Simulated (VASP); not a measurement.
# Ge (Fd-3m) in VASP: further runs

Ge is run at these levels: r2SCAN+rVV10; tasks: single point.

Everything below comes from runs of VASP 6.6.1. Logs are shortened: lines on timing, memory, paths and dates and some standing lists are left out, and cuts for length are marked.

**Experimental background.**

From “Electronic and optical properties of SixGe1-x-ySny alloys lattice-matched to Ge”, 2021, arxiv:2109.02782, for a bulk crystal of Ge at 300 K: band gap 0.807 eV (direct).

The runs below are set against these values where they give the same quantity.

### 1 The cell of the first run

The structure is cubic, space group Fd-3m (No. 227). The conventional cell has a = 5.658 Å, b = 5.658 Å, c = 5.658 Å, α = 90.00°, β = 90.00°, γ = 90.00°. Ge (site symmetry -43m) has 4 Ge at 2.45 Å within 3.2 Å.

### 2 Single point, r2SCAN+rVV10

POSCAR reads:

```
Ge
1.0
    0.0000000000      2.8289100000      2.8289100000
    2.8289100000      0.0000000000      2.8289100000
    2.8289100000      2.8289100000      0.0000000000
Ge
2
Direct
    0.7500000000      0.7500000000      0.7500000000
    0.5000000000      0.5000000000      0.5000000000
```

INCAR.step1 reads:

```
SYSTEM = Ge
PREC = Accurate ; ENCUT = 520
ISMEAR = -1 ; SIGMA = 0.05
LREAL = .FALSE. ; LASPH = .TRUE.
NELM = 80 ; NBANDS = 21
GGA = PE ; ALGO = Normal
EDIFF = 1E-4 ; LWAVE = .TRUE.
LCHARG = .FALSE.
```

INCAR.step2 reads:

```
SYSTEM = Ge
PREC = Accurate ; ENCUT = 520
EDIFF = 1E-6 ; ISMEAR = -1
SIGMA = 0.05 ; LREAL = .FALSE.
LASPH = .TRUE. ; NELM = 80
ALGO = Normal ; ISIF = 2
LWAVE = .FALSE. ; LCHARG = .FALSE.
METAGGA = R2SCAN ; LMIXTAU = .TRUE.
LUSE_VDW = .TRUE. ; IVDW_NL = 2
BPARAM = 11.95 ; CPARAM = 0.0093
NBANDS = 21 ; ISTART = 1
```

KPOINTS reads:

```
regular mesh
0
G
  8 8 8
  0 0 0
```

Potentials or basis: VASP PAW PBE potentials, release 64 (Ge_d).

Started as:

```sh
cat potpaw_PBE.64/Ge_d/POTCAR > POTCAR
cp INCAR.step1 INCAR
mpirun -np 1 vasp_std > vasp.out
cp INCAR.step2 INCAR
mpirun -np 1 vasp_std > vasp.out
```

OUTCAR:

```text
SYSTEM = Ge
   PREC = Accurate
   ENCUT = 520
   EDIFF = 1E-6
   ISMEAR = -1
   LREAL = .FALSE.
   LASPH = .TRUE.
   NELM = 80
   ISIF = 2
   METAGGA = R2SCAN
   IVDW_NL = 2
   BPARAM = 11.95
   ISTART = 1

 ion  position               nearest neighbor table
   1  0.750  0.750  0.750-   2 2.45   2 2.45   2 2.45   2 2.45
   2  0.500  0.500  0.500-   1 2.45   1 2.45   1 2.45   1 2.45

  LATTYP: Found a face centered cubic cell.
 ALAT       =     5.6578200000

  Lattice vectors:

 A1 = (   0.0000000000,   2.8289100000,   2.8289100000)
 A2 = (   2.8289100000,   0.0000000000,   2.8289100000)
 A3 = (   2.8289100000,   2.8289100000,   0.0000000000)

Analysis of symmetry for initial positions (statically):
=====================================================================
 Subroutine PRICEL returns:
 Original cell was already a primitive cell.

 Routine SETGRP: Setting up the symmetry group for a
 face centered cubic supercell.

 Subroutine GETGRP returns: Found 48 space group operations
 (whereof 24 operations were pure point group operations)
 out of a pool of 48 trial point group operations.

The static configuration has the point symmetry T_d .
 The point group associated with its full space group is O_h .

Analysis of symmetry for dynamics (positions and initial velocities):
=====================================================================
 Subroutine PRICEL returns:
 Original cell was already a primitive cell.

 Routine SETGRP: Setting up the symmetry group for a
 face centered cubic supercell.

 Subroutine GETGRP returns: Found 48 space group operations
 (whereof 24 operations were pure point group operations)
 out of a pool of 48 trial point group operations.

The dynamic configuration has the point symmetry T_d .
 The point group associated with its full space group is O_h .

 Subroutine INISYM returns: Found 48 space group operations
 (whereof 24 operations are pure point group operations),
 and found     1 'primitive' translations

----------------------------------------------------------------------------------------

                                     Primitive cell

  volume of cell :      45.2780

  direct lattice vectors                    reciprocal lattice vectors
     0.000000000  2.828910000  2.828910000    -0.176746521  0.176746521  0.176746521
     2.828910000  0.000000000  2.828910000     0.176746521 -0.176746521  0.176746521
     2.828910000  2.828910000  0.000000000     0.176746521  0.176746521 -0.176746521

  length of vectors
     4.000682889  4.000682889  4.000682889     0.306133954  0.306133954  0.306133954

  position of ions in fractional coordinates (direct lattice)
     0.750000000  0.750000000  0.750000000
     0.500000000  0.500000000  0.500000000

  ion indices of the primitive-cell ions
   primitive index   ion index
                 1           1
                 2           2

----------------------------------------------------------------------------------------

 KPOINTS: regular mesh

Automatic generation of k-mesh.
 Grid dimensions read from file:
 generate k-points for:    8    8    8

 Generating k-lattice:

  Cartesian coordinates                     Fractional coordinates (reciprocal lattice)
    -0.022093315  0.022093315  0.022093315     0.125000000  0.000000000  0.000000000
     0.022093315 -0.022093315  0.022093315     0.000000000  0.125000000  0.000000000
     0.022093315  0.022093315 -0.022093315     0.000000000  0.000000000  0.125000000

  Length of vectors
     0.038266744  0.038266744  0.038266744

  Shift w.r.t. Gamma in fractional coordinates (k-lattice)
     0.000000000  0.000000000  0.000000000

 Subroutine IBZKPT returns following result:
 ===========================================

 Found     29 irreducible k-points:

 Following reciprocal coordinates:
            Coordinates               Weight
  0.000000  0.000000  0.000000      1.000000
  0.125000  0.000000  0.000000      8.000000
  0.250000  0.000000  0.000000      8.000000
  0.375000  0.000000  0.000000      8.000000
  0.500000  0.000000  0.000000      4.000000
  0.125000  0.125000  0.000000      6.000000
[... 16 lines left out ...]
  0.500000  0.250000  0.125000     48.000000
 -0.375000  0.250000  0.125000     24.000000
 [... further k-points ...]
   k-points           NKPTS =     29   k-points in BZ     NKDIM =     29   number of bands    NBANDS=     21
   number of dos      NEDOS =    301   number of ions     NIONS =      2
   total plane-waves  NPLWV =  27000
   dimension x,y,z NGX =    30 NGY =   30 NGZ =   30
   dimension x,y,z NGXF=    60 NGYF=   60 NGZF=   60
   ions per type =               2
   NGX,Y,Z   is equivalent  to a cutoff of  12.47, 12.47, 12.47 a.u.
   NGXF,Y,Z  is equivalent  to a cutoff of  24.93, 24.93, 24.93 a.u.
 SYSTEM =  Ge
   PREC   = accura    normal or accurate (medium, high low for compatibility)
   ISTART =      1    job   : 0-new  1-cont  2-samecut
   ICHARG =      0    charge: 1-file 2-atom 10-const
   ISPIN  =      1    spin polarized calculation?
   LNONCOLLINEAR =      F non collinear calculations
   LSORBIT =      F    spin-orbit coupling
   LASPH  =      T    aspherical Exc in radial PAW
   ENCUT  =  520.0 eV  38.22 Ry    6.18 a.u.   7.44  7.44  7.44*2*pi/ulx,y,z
   NELM   =     80;   NELMIN=  2; NELMDL=  0     # of ELM steps
   EDIFF  = 0.1E-05   stopping-criterion for ELM
   LREAL  =      F    real-space projection
   EDIFFG = 0.1E-04   stopping-criterion for IOM
   NSW    =      0    number of steps for IOM
   IBRION =     -1    ionic relax: 0-MD 1-quasi-New 2-CG
   NFREE  =      0    steps in history (QN), initial steepest desc. (CG)
   ISIF   =      2    stress and relaxation
   ISYM   =      2    0-nonsym 1-usesym 2-fastsym
   POTIM  = 0.5000    time-step for ionic-motion
   TEBEG  =    0.0;   TEEND  =   0.0 temperature during run
   PSTRESS=    0.0 pullay stress
   NELECT =      28.0000    total number of electrons
   NUPDOWN=      -1.0000    fix difference up-down
   EMIN   =  10.00;   EMAX   =-10.00  energy-range for DOS
   EFERMI =   0.00;   METHOD = LEGACY
   ISMEAR =    -1;   SIGMA  =   0.05  broadening in eV -4-tet -1-fermi 0-gaus
   EFERMI_NEDOS =   21; number of points for ismear=-14 and -15
   IALGO  =     38    algorithm
   IMIX   =      4    mixing-type and parameters
     AMIX     =   0.40;   BMIX     =  1.00
     AMIX_MAG =   1.60;   BMIX_MAG =  1.00
  volume/ion in A,a.u.               =      22.64       152.78
  Fermi-wavevector in a.u.,A,eV,Ry     =   1.394756  2.635708 26.468033  1.945346
  Thomas-Fermi vector in A             =   2.518275
   LORBIT       =      0    0 simple, 1 ext, 2 COOP (PROOUT), +10 PAW based schemes
   METAGGA = R2SCAN    functional components
   LHFCALC =     F    Hartree Fock is set to
   AEXX    =    0.0000 exact exchange contribution
   IVDW_NL    =     2    kernel type
   BPARAM     =11.9500
   IVDW    =     0    specifies the selected vdW correction
   LEPSILON=     F    determine dielectric tensor
   LRPA    =     F    only Hartree local field effects (RPA)
 non-spin polarized calculation
  energy-cutoff  :      520.00
  volume of cell :       45.28
 maximum number of plane-waves:      1243
 NGX is ok and might be reduce to    30
   NGX = 15   NGY = 15   NGZ = 15

 number of electron      28.0000022 magnetization

 Free energy of the ion-electron system (eV)
  ---------------------------------------------------
  ext. energy  EPLUGINS =         0.00000000
  ---------------------------------------------------
  free energy    TOTEN  =       -26.90607211 eV

  energy without entropy =      -26.90594461  energy(sigma->0) =      -26.90600836

 E-fermi :   4.9826     XC(G=0): -10.8770

 val. band max:        4.7885804863   @ k =   0.0000   0.0000   0.0000
 cond. band min:       5.1964059131   @ k =   0.0000   0.0000   0.0000
 fundamental gap:      0.4078254268
 Fermi energy:         4.9826463107

 k-point     1 :       0.0000    0.0000    0.0000
  band No.  band energies     occupation
      1     -20.6929      2.00000
      2     -20.6929      2.00000
      3     -20.6929      2.00000
      4     -20.6534      2.00000
      5     -20.6534      2.00000
      6     -20.4358      2.00000
[... 13 lines left out ...]
     20      14.7085      0.00000
     21      14.7085      0.00000

 k-point     2 :       0.1250    0.0000    0.0000
  band No.  band energies     occupation
      1     -20.7013      2.00000
      2     -20.7013      2.00000
      3     -20.6903      2.00000
      4     -20.6415      2.00000
      5     -20.6415      2.00000
      6     -20.4460      2.00000
[... 13 lines left out ...]
     20      13.8115      0.00000
     21      13.8115      0.00000

 k-point     3 :       0.2500    0.0000    0.0000
  band No.  band energies     occupation
      1     -20.7118      2.00000
      2     -20.7118      2.00000
      3     -20.6840      2.00000
      4     -20.6233      2.00000
      5     -20.6233      2.00000
      6     -20.4590      2.00000
[... 13 lines left out ...]
     20      13.5624      0.00000
     21      13.5624      0.00000

 k-point     4 :       0.3750    0.0000    0.0000
  band No.  band energies     occupation
      1     -20.7170      2.00000
      2     -20.7170      2.00000
      3     -20.6775      2.00000
      4     -20.6123      2.00000
      5     -20.6123      2.00000
      6     -20.4654      2.00000
[... 13 lines left out ...]
     20      14.8044      0.00000
     21      14.8045      0.00000

 k-point     5 :       0.5000    0.0000    0.0000
  band No.  band energies     occupation
      1     -20.7182      2.00000
      2     -20.7182      2.00000
      3     -20.6747      2.00000
      4     -20.6094      2.00000
      5     -20.6094      2.00000
      6     -20.4665      2.00000
[... 13 lines left out ...]
     20      16.6419      0.00000
     21      16.6694      0.00000
[... 382 lines left out ...]
     20      17.0981      0.00000
     21      18.2680      0.00000

 k-point    22 :       0.3750    0.2500    0.1250
  band No.  band energies     occupation
      1     -20.7228      2.00000
      2     -20.7200      2.00000
      3     -20.6754      2.00000
      4     -20.6151      2.00000
      5     -20.5853      2.00000
      6     -20.5141      2.00000
[... 13 lines left out ...]
     20      15.5209      0.00000
     21      15.7562      0.00000

 k-point    23 :       0.5000    0.2500    0.1250
  band No.  band energies     occupation
      1     -20.7351      2.00000
      2     -20.7268      2.00000
      3     -20.6528      2.00000
      4     -20.5994      2.00000
      5     -20.5719      2.00000
      6     -20.5228      2.00000
[... 13 lines left out ...]
     20      14.9938      0.00000
     21      16.9527      0.00000

 k-point    24 :      -0.3750    0.2500    0.1250
  band No.  band energies     occupation
      1     -20.7405      2.00000
      2     -20.7282      2.00000
      3     -20.6426      2.00000
      4     -20.5880      2.00000
      5     -20.5734      2.00000
      6     -20.5175      2.00000
[... 13 lines left out ...]
     20      16.3466      0.00000
     21      16.8979      0.00000

 [... further k-points ...]

------------------------ aborting loop because EDIFF is reached ----------------------------------------

  FORCE on cell =-STRESS in cart. coord.  units (eV):
  Direction    XX          YY          ZZ          XY          YZ          ZX
  --------------------------------------------------------------------------------------
  -------------------------------------------------------------------------------------
  Total       -0.0463267     -0.0463267     -0.0463267      0.0000000      0.0000000      0.0000000
  in kB       -1.6392841     -1.6392841     -1.6392841      0.0000000      0.0000000      0.0000000
  external PRESSURE =      -1.6392841 kB  Pullay stress =       0.0000000 kB

 VOLUME and BASIS-vectors are now :
 -----------------------------------------------------------------------------
  energy-cutoff  :      520.00
  volume of cell :       45.28
      direct lattice vectors                 reciprocal lattice vectors
     0.000000000  2.828910000  2.828910000    -0.176746521  0.176746521  0.176746521
     2.828910000  0.000000000  2.828910000     0.176746521 -0.176746521  0.176746521
     2.828910000  2.828910000  0.000000000     0.176746521  0.176746521 -0.176746521

 POSITION                                       TOTAL-FORCE (eV/Angst)
 -----------------------------------------------------------------------------------
      4.24336      4.24336      4.24336         0.000000      0.000000      0.000000
      2.82891      2.82891      2.82891        -0.000000     -0.000000     -0.000000
 -----------------------------------------------------------------------------------
    total drift:                                0.000000     -0.000000     -0.000000

  FREE ENERGIE OF THE ION-ELECTRON SYSTEM (eV)
  ---------------------------------------------------
  free  energy   TOTEN  =       -26.9060721146 eV

  energy  without entropy=      -26.9059446063  energy(sigma->0) =      -26.90600836
```

It took 1.8 min on 1 thread of Intel Xeon Platinum 8488C (Sapphire Rapids), shared host; peak memory 0.28 GiB.

Results:

- Free energy: -26.9061 eV
- Pressure: -0.2 GPa
- Band gap on the k mesh: 0.41 eV

Levels at points of the mesh, in eV from the valence-band top:
```
           k point  band 11  band 12  band 13  band 14  band 15  band 16  band 17  band 18
(0.00, 0.00, 0.00)   -13.31     0.00     0.00     0.00     0.41     2.70     2.70     2.70
(0.50, 0.00, 0.00)   -11.11    -7.88    -1.49    -1.49     0.42     3.98     3.98     7.57
(0.50, 0.50, 0.00)    -9.22    -9.22    -3.23    -3.23     0.93     0.93    10.11    10.11
```

Caveat: the PAW data sets were made with another functional, which shifts forces and pressure a little.

### 3 Single point, r2SCAN+rVV10

This run uses another cell than the first one, of 23.09 Å³/atom.

POSCAR reads:

```
Ge
1.0
    0.0000000000      2.8476450493      2.8476450493
    2.8476450493      0.0000000000      2.8476450493
    2.8476450493      2.8476450493      0.0000000000
Ge
2
Direct
    0.7500000000      0.7500000000      0.7500000000
    0.5000000000      0.5000000000      0.5000000000
```

INCAR.step1 reads:

```
ALGO = Normal ; EDIFF = 1E-4
ENCUT = 520 ; GGA = PE
ISMEAR = -1 ; LASPH = T
LCHARG = F ; LREAL = F
LWAVE = T ; NBANDS = 21
NELM = 60 ; PREC = Accurate
SIGMA = 0.05
```

INCAR.step2 reads:

```
ALGO = Normal ; BPARAM = 11.95
CPARAM = 0.0093 ; EDIFF = 1E-6
ENCUT = 520 ; ISIF = 2
ISMEAR = -1 ; ISTART = 1
IVDW_NL = 2 ; LASPH = T
LCHARG = T ; LELF = T
LMIXTAU = T ; LREAL = F
LUSE_VDW = T ; LVHAR = T
LWAVE = F ; METAGGA = R2SCAN
NBANDS = 21 ; NELM = 60
PREC = Accurate ; SIGMA = 0.05
```

KPOINTS reads:

```
k-points
0
Gamma
  8 8 8
```

Potentials or basis: VASP PAW PBE potentials, release 64 (Ge_d).

Started as:

```sh
cat potpaw_PBE.64/Ge_d/POTCAR > POTCAR
cp INCAR.step1 INCAR
mpirun -np 1 vasp_std > vasp.out
cp INCAR.step2 INCAR
mpirun -np 1 vasp_std > vasp.out
```

It took 2.1 min on 1 thread of Intel Xeon Platinum 8488C (Sapphire Rapids), shared host; peak memory 0.28 GiB.

The run converged. Its results:

```yaml
Free_energy: -26.9014 eV
Pressure: -1.5 GPa
Band_gap_on_the_k_mesh: 0.22 eV
```

Levels at points of the mesh, in eV from the valence-band top:
| k point | band 11 | band 12 | band 13 | band 14 | band 15 | band 16 | band 17 | band 18 |
| --- | --- | --- | --- | --- | --- | --- | --- | --- |
| (0.00, 0.00, 0.00) | -13.16 | 0.00 | 0.00 | 0.00 | 0.22 | 2.70 | 2.70 | 2.70 |
| (0.50, 0.00, 0.00) | -11.01 | -7.79 | -1.45 | -1.45 | 0.36 | 3.97 | 3.97 | 7.55 |
| (0.50, 0.50, 0.00) | -9.14 | -9.14 | -3.16 | -3.16 | 0.95 | 0.95 | 9.93 | 9.93 |

Caveat: the PAW data sets were made with another functional, which shifts forces and pressure a little. A k mesh can miss the band edges.

### 4 Against experiment

Step 2. Measured gap of Ge: 0.807 eV (direct; 300 K; “Electronic and optical properties of SixGe1-x-ySny alloys lattice-matched to Ge”, 2021, arxiv:2109.02782). This calculation gives 0.41 eV (-0.40 eV). 3 values of this kind are on record (0.666 to 0.807 eV); this one was drawn at random among those near their median. Spin-orbit coupling on Ge is left out. The value is that of r2SCAN+rVV10 on a finite k mesh, which can miss the band edges, without temperature or zero-point motion.
